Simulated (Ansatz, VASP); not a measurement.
# Two plane-wave programs on Ge5F

```xyz
6
Lattice="4.6617 0.0000 0.0000 -2.3309 4.0372 0.0000 0.0000 0.0000 5.5238" Properties=species:S:1:pos:R:3 pbc="T T T"
Ge    0.0000    2.6915    1.3122
Ge    2.3309    1.3457    1.3122
Ge    2.3309    1.3457    4.2117
Ge    0.0000    2.6915    4.2117
Ge    0.0000    0.0000    2.7619
F     0.0000    0.0000    0.0000
```

Alike in both runs: functional PBE; k mesh 12 × 12 × 8; occupations gaussian, width 0.1 eV; no spin polarisation.

Ansatz relaxed the structure, and its values are those at the end. VASP's run is a single point on that final structure, the one shown.

|  | VASP | Ansatz |
| --- | --- | --- |
| version | VASP 6.6.1 | Ansatz 0.2.0 |
| potentials or method | VASP PAW PBE potentials, release 64 (Ge_d, F), cutoff 520 eV | scalar-relativistic, plane waves, PAW |
| valence electrons in the cell | 77 | 77 |

|  | VASP | Ansatz | Ansatz less VASP |
| --- | --- | --- | --- |
| gap on the k mesh at the Fermi level (eV) | none | none | - |
| pressure (GPa) | -0.1 | 0.0 | +0.05 |

A gap of «none» marks a metal or a gap that the smearing closes.
